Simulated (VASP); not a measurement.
A run of VASP 6.6.1 is set up as follows.

Contents of INCAR:

```
  PREC = Accurate
  ENCUT = 600
  EDIFF = 1E-6
  ISMEAR = -1
  SIGMA = 0.05
  LREAL = F
  LASPH = T
  NELM = 60
  ALGO = Normal
  ISIF = 3
  LWAVE = F
  LCHARG = F
  IBRION = 2
  NSW = 80
  EDIFFG = -0.01
```

The input KPOINTS:

```
Automatic mesh
0
Gamma
  7 7 4
```

The input POSCAR:

```
CuO
1.0
    2.8795009639      0.0000000000      0.0000000000
    0.0390727580      2.8792794796      0.0000000000
    0.0174953863      0.0172449008      5.1763391994
Cu O
2 2
Direct
    0.0000000000      0.5000000000      0.0000000000
    0.5000000000      0.0000000000      0.5000000000
    0.9984239700      0.0016717800      0.7498871000
    0.0015760300      0.9983282200      0.2501129000
```

Potentials or basis: VASP PAW LDA potentials, release 64 (Cu, O).

Launch:

```bash
$ cat potpaw_LDA.64/Cu/POTCAR potpaw_LDA.64/O/POTCAR > POTCAR
$ mpirun -np 1 vasp_std > vasp.out
```

Q: What does it give for the relaxed cell?

A: a = 2.855 Å, b = 2.855 Å, c = 5.054 Å, α = 89.81°, β = 89.82°, γ = 89.32°.

Q: Predict the space group after relaxing (to 0.1 Å).

A: P4_2/mmc (No. 131).

Forces on the atoms (eV/Å):
```
Cu   0.000  0.000  0.000
Cu   0.000  0.000  0.000
O    0.002 -0.001 -0.006
O   -0.002  0.001  0.006
```
